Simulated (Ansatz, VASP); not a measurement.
**One calculation of Li2O, two programs**

```xyz
3
Lattice="0.0000 2.2459 2.2459 2.2459 0.0000 2.2459 2.2459 2.2459 0.0000" Properties=species:S:1:pos:R:3 pbc="T T T"
Li    1.1230    1.1230    1.1230
Li    3.3689    3.3689    3.3689
O     0.0000    0.0000    0.0000
```

Alike in both runs: functional LDA; k mesh 8 × 8 × 8; occupations gaussian, width 0.02 eV; no spin polarisation.

Ansatz relaxed the structure, and its values are those at the end. VASP's run is a single point on that final structure, the one shown.

|  | VASP | Ansatz |
| --- | --- | --- |
| version | VASP 6.6.1 | Ansatz 0.2.0 |
| potentials or method | VASP PAW LDA potentials, release 64 (Li_sv, O), cutoff 750 eV | scalar-relativistic, plane waves, PAW |
| valence electrons in the cell | 12 | 12 |

```tsv
	VASP	Ansatz	Ansatz less VASP
gap on the k mesh at the Fermi level (eV)	4.95	4.96	+0.013
least direct gap on the mesh (eV)	5.89	5.89	-0.003
pressure (GPa)	-0.2	0.0	+0.15
```

Ansatz warns that its potentials were made for another functional, while VASP's fit it. LDA's correlation is that of Perdew and Zunger in VASP and of Perdew and Wang (1992) in Ansatz.
